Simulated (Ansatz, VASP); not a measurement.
## Two plane-wave programs on GaMo

```
CELL_PARAMETERS angstrom
1.43251 0.82706 4.41412
-1.43251 0.82706 4.41412
0.00000 -1.65412 4.41412
ATOMIC_POSITIONS crystal
Ga 0.50000 0.50000 0.50000
Mo 0.00000 0.00000 0.00000
```

Alike in both runs: functional PBE; k mesh 7 × 7 × 7; occupations gaussian, width 0.2 eV; no spin polarisation.

Ansatz relaxed the structure, and its values are those at the end. VASP's run is a single point on that final structure, the one shown.

|  | VASP | Ansatz |
| --- | --- | --- |
| version | VASP 6.6.1 | Ansatz 0.2.0 |
| potentials or method | VASP PAW PBE potentials, release 64 (Ga_d, Mo_sv), cutoff 520 eV | scalar-relativistic, plane waves, PAW |
| valence electrons in the cell | 27 | 27 |

Ansatz gave:

* gap on the k mesh at the Fermi level (eV): none
* pressure (GPa): 0.1

Question: Which values does VASP return?

Answer: gap on the k mesh at the Fermi level (eV): none; pressure (GPa): 0.4.

A gap of «none» marks a metal or a gap that the smearing closes. With one functional, cell and mesh, what is left measures potentials, basis and numerics.

The k mesh is coarse, so the values compare programs but aren't converged.
